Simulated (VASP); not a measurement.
# SnSe (P1) in VASP: single point with PBEsol

Aim: the single point of SnSe with PBEsol.

Everything below comes from runs of VASP 6.6.1. Logs are shortened: lines on timing, memory, paths and dates and some standing lists are left out, and cuts for length are marked.

**1. The cell of the first run**

The typed cell holds 16 atoms: a = 7.546 Å, b = 7.546 Å, c = 8.575 Å, α = 73.50°, β = 73.50°, γ = 69.39°.

**2. Single point, PBEsol**

INCAR reads:

```
PREC = Accurate ; ENCUT = 520
EDIFF = 1E-7 ; ISMEAR = -1
SIGMA = 0.02 ; LREAL = Auto
LASPH = True ; NELM = 60
ALGO = Normal ; ISIF = 2
LWAVE = False ; LCHARG = True
GGA = PS ; LELF = True
LVHAR = True ; NBANDS = 94
```

KPOINTS reads:

```
Automatic mesh
0
Gamma
  2 2 2
  0.5 0.5 0.5
```

POSCAR reads:

```
SnSe
1.0
    2.1438640000      5.8222560000     -4.2956860000
    2.1438640000      5.8222560000      4.2956860000
    8.5754540000      0.0000000000      0.0000000000
Sn Se
8 8
Direct
    0.4916337067      0.7496548935      0.4387584677
    0.9948182291      0.2435950252      0.4427270448
    0.4954477635      0.7438835198      0.9391201070
    0.9920312902      0.2445881577      0.9409872741
    0.0066677978      0.7558694387      0.0597744295
    0.5033319118      0.2557491043      0.0589295373
    0.0072928991      0.7523610907      0.5612796895
    0.5044969612      0.2562476711      0.5595168454
    0.7309102609      0.9813401108      0.3218585359
    0.2275269689      0.4799578961      0.3220873982
    0.7303252693      0.9828670053      0.8207738922
    0.2330640517      0.4815943213      0.8227938301
    0.7654984176      0.5183413861      0.1837007187
    0.2695666920      0.0212259148      0.1796636305
    0.7705417003      0.5201993801      0.6758512919
    0.2739193615      0.0189272601      0.6745256485
```

Potentials or basis: VASP PAW PBE potentials, release 64 (Sn_d, Se).

Started as:

```console
$ cat potpaw_PBE.64/Sn_d/POTCAR potpaw_PBE.64/Se/POTCAR > POTCAR
$ mpirun -np 1 vasp_std > vasp.out
```

OUTCAR:

```text
PREC = Accurate
   ENCUT = 520
   EDIFF = 1E-7
   ISMEAR = -1
   LREAL = Auto
   LASPH = True
   NELM = 60
   ISIF = 2
   GGA = PS

 ion  position               nearest neighbor table
   1  0.492  0.750  0.439-   9 2.74  16 3.00  14 3.01  13 3.03  15 3.07   7 3.50   8 3.54
   2  0.995  0.244  0.443-  10 2.73  15 3.03  16 3.04  14 3.04  13 3.04   8 3.52   7 3.53
   3  0.495  0.744  0.939-  11 2.76  16 3.05  15 3.05  13 3.07  14 3.08   5 3.51   6 3.52
   4  0.992  0.245  0.941-  12 2.78  15 3.05  14 3.07  13 3.08  16 3.09   5 3.51   6 3.51
   5  0.007  0.756  0.060-  13 2.79  10 3.03  12 3.04   9 3.05  11 3.07   4 3.51   3 3.51
   6  0.503  0.256  0.059-  14 2.73  12 3.02  11 3.04  10 3.05   9 3.06   4 3.51   3 3.52
   7  0.007  0.752  0.561-  15 2.73  12 3.04  10 3.04  11 3.06   9 3.07   1 3.50   2 3.53
   8  0.504  0.256  0.560-  16 2.72  11 3.04  12 3.05   9 3.05  10 3.06   2 3.52   1 3.54
   9  0.731  0.981  0.322-   1 2.74   5 3.05   8 3.05   6 3.06   7 3.07
  10  0.228  0.480  0.322-   2 2.73   5 3.03   7 3.04   6 3.05   8 3.06
  11  0.730  0.983  0.821-   3 2.76   8 3.04   6 3.04   7 3.06   5 3.07
  12  0.233  0.482  0.823-   4 2.78   6 3.02   7 3.04   5 3.04   8 3.05
  13  0.765  0.518  0.184-   5 2.79   1 3.03   2 3.04   3 3.07   4 3.08
  14  0.270  0.021  0.180-   6 2.73   1 3.01   2 3.04   4 3.07   3 3.08
  15  0.771  0.520  0.676-   7 2.73   2 3.03   3 3.05   4 3.05   1 3.07
  16  0.274  0.019  0.675-   8 2.72   1 3.00   2 3.04   3 3.05   4 3.09

  LATTYP: Found a base centered monoclinic cell.
 ALAT       =    12.4088384275
 B/A-ratio  =     0.6923590834
 C/A-ratio  =     0.6910762881
 COS(beta)  =    -0.3455382246

  Lattice vectors:

 A1 = (  -2.1438640000,  -5.8222560000,   4.2956860000)
 A2 = (  -2.1438640000,  -5.8222560000,  -4.2956860000)
 A3 = (   8.5754540000,   0.0000000000,   0.0000000000)

Analysis of symmetry for initial positions (statically):
=====================================================================
 Subroutine PRICEL returns:
 Original cell was already a primitive cell.

 Routine SETGRP: Setting up the symmetry group for a
 base centered monoclinic supercell.

 Subroutine GETGRP returns: Found  1 space group operations
 (whereof  1 operations were pure point group operations)
 out of a pool of  4 trial point group operations.

The static configuration has the point symmetry C_1 .

Analysis of symmetry for dynamics (positions and initial velocities):
=====================================================================
 Subroutine PRICEL returns:
 Original cell was already a primitive cell.

[... 119 lines left out ...]
   NFREE  =      0    steps in history (QN), initial steepest desc. (CG)
   ISIF   =      2    stress and relaxation
   ISYM   =      2    0-nonsym 1-usesym 2-fastsym
   POTIM  = 0.5000    time-step for ionic-motion
   TEBEG  =    0.0;   TEEND  =   0.0 temperature during run
   PSTRESS=    0.0 pullay stress
   NELECT =     160.0000    total number of electrons
   NUPDOWN=      -1.0000    fix difference up-down
   EMIN   =  10.00;   EMAX   =-10.00  energy-range for DOS
   EFERMI =   0.00;   METHOD = LEGACY
   ISMEAR =    -1;   SIGMA  =   0.02  broadening in eV -4-tet -1-fermi 0-gaus
   EFERMI_NEDOS =   21; number of points for ismear=-14 and -15
   IALGO  =     38    algorithm
   IMIX   =      4    mixing-type and parameters
     AMIX     =   0.40;   BMIX     =  1.00
     AMIX_MAG =   1.60;   BMIX_MAG =  1.00
  volume/ion in A,a.u.               =      26.81       180.92
  Fermi-wavevector in a.u.,A,eV,Ry     =   1.178450  2.226948 18.895016  1.388745
  Thomas-Fermi vector in A             =   2.314779
   LORBIT       =      0    0 simple, 1 ext, 2 COOP (PROOUT), +10 PAW based schemes
   GGA     = PS    functional components
   LHFCALC =     F    Hartree Fock is set to
   AEXX    =    0.0000 exact exchange contribution
   IVDW    =     0    specifies the selected vdW correction
   LEPSILON=     F    determine dielectric tensor
   LRPA    =     F    only Hartree local field effects (RPA)
 non-spin polarized calculation
  energy-cutoff  :      520.00
  volume of cell :      428.95
 maximum number of plane-waves:     11565
   NGX = 29   NGY = 29   NGZ = 31

 number of electron     160.0000009 magnetization

 Free energy of the ion-electron system (eV)
  ---------------------------------------------------
  ext. energy  EPLUGINS =         0.00000000
  ---------------------------------------------------
  free energy    TOTEN  =       -71.52747193 eV

  energy without entropy =      -71.52747192  energy(sigma->0) =      -71.52747193

 E-fermi :   5.5198     XC(G=0):  -9.8812

 val. band max:        5.1783620186   @ k =  -0.2500  -0.2500   0.2500
 cond. band min:       5.8612071146   @ k =  -0.2500  -0.2500   0.2500
 fundamental gap:      0.6828450960
 Fermi energy:         5.5197950034

 k-point     1 :       0.2500    0.2500    0.2500
  band No.  band energies     occupation
      1     -16.0983      2.00000
      2     -16.0935      2.00000
      3     -16.0742      2.00000
      4     -16.0720      2.00000
      5     -16.0690      2.00000
      6     -16.0665      2.00000
[... 369 lines left out ...]
     91       7.9636      0.00000
     92       8.1539      0.00000
 [bands above 92 left out]

------------------------ aborting loop because EDIFF is reached ----------------------------------------

  FORCE on cell =-STRESS in cart. coord.  units (eV):
  Direction    XX          YY          ZZ          XY          YZ          ZX
  --------------------------------------------------------------------------------------
  -------------------------------------------------------------------------------------
  Total       -7.8305150     -4.4014320     -8.1896298      0.2782871     -0.0279093      0.0024625
  in kB      -29.2475818    -16.4396906    -30.5889037      1.0394241     -0.1042436      0.0091976
  external PRESSURE =     -25.4253920 kB  Pullay stress =       0.0000000 kB

 VOLUME and BASIS-vectors are now :
 -----------------------------------------------------------------------------
  energy-cutoff  :      520.00
  volume of cell :      428.95
      direct lattice vectors                 reciprocal lattice vectors
     2.143864000  5.822256000 -4.295686000     0.000000000  0.085877364 -0.116395845
     2.143864000  5.822256000  4.295686000     0.000000000  0.085877364  0.116395845
     8.575454000  0.000000000  0.000000000     0.116611902 -0.042938692  0.000000000

 POSITION                                       TOTAL-FORCE (eV/Angst)
 -----------------------------------------------------------------------------------
      6.42371      7.22710      1.10838        -0.012701      0.194250     -0.056240
      6.45158      7.21036     -3.22702        -0.046311      0.139696      0.013942
     10.71034      7.21570      1.06720         0.025573      0.281194     -0.025615
     10.72054      7.19992     -3.21078         0.016143      0.339135      0.049635
      2.14737      4.43969      3.21833         0.035323     -0.391090      0.021964
      2.13271      4.41956     -1.06354         0.037371     -0.165230     -0.023522
[... 8 lines left out ...]
      8.56291      7.51502     -1.07539         0.145635     -0.039024     -0.004547
      6.41219      1.70503     -1.09537         0.142038     -0.094170      0.086537
 -----------------------------------------------------------------------------------
    total drift:                               -0.006691     -0.015079      0.006158

  FREE ENERGIE OF THE ION-ELECTRON SYSTEM (eV)
  ---------------------------------------------------
  free  energy   TOTEN  =       -71.5274719339 eV

  energy  without entropy=      -71.5274719199  energy(sigma->0) =      -71.52747193
```

Wall time 4.8 min (1 thread of Intel Xeon Platinum 8259CL at 2.50GHz (Skylake/Cascade Lake), shared host); peak memory 0.51 GiB.

What came out:

* Free energy: -71.5275 eV
* Pressure: -2.5 GPa
* Largest force: 0.393 eV/Å
* Band gap on the k mesh: 0.68 eV

Forces on the atoms (eV/Å):
```
Sn  -0.013  0.194 -0.056
Sn  -0.046  0.140  0.014
Sn   0.026  0.281 -0.026
Sn   0.016  0.339  0.050
Sn   0.035 -0.391  0.022
Sn   0.037 -0.165 -0.024
Sn  -0.046 -0.162  0.049
Sn  -0.022 -0.100 -0.030
Se  -0.040  0.019 -0.020
Se  -0.023  0.083 -0.001
Se  -0.011 -0.068 -0.041
Se  -0.062 -0.165  0.033
Se  -0.115  0.187 -0.044
Se  -0.023 -0.058 -0.009
Se   0.146 -0.039 -0.005
Se   0.142 -0.094  0.087
```

Stress tensor (GPa, compression positive):
```
-2.92  0.10  0.00
 0.10 -1.64 -0.01
 0.00 -0.01 -3.06
```

Levels at points of the mesh, in eV from the valence-band top:
```csv
k point,band 76,band 77,band 78,band 79,band 80,band 81,band 82,band 83,band 84,band 85
"(0.25, 0.25, 0.25)",-1.10,-0.68,-0.67,-0.50,-0.21,1.03,1.12,1.31,1.33,1.63
```

Caveat: the atoms stand as in a frame of molecular dynamics; the PAW data sets were made with another functional, which shifts forces and pressure a little; spin-orbit coupling is left out, which moves the levels of the heavy elements; a shifted mesh leaves out Γ, where band edges can lie. A k mesh can miss the band edges.
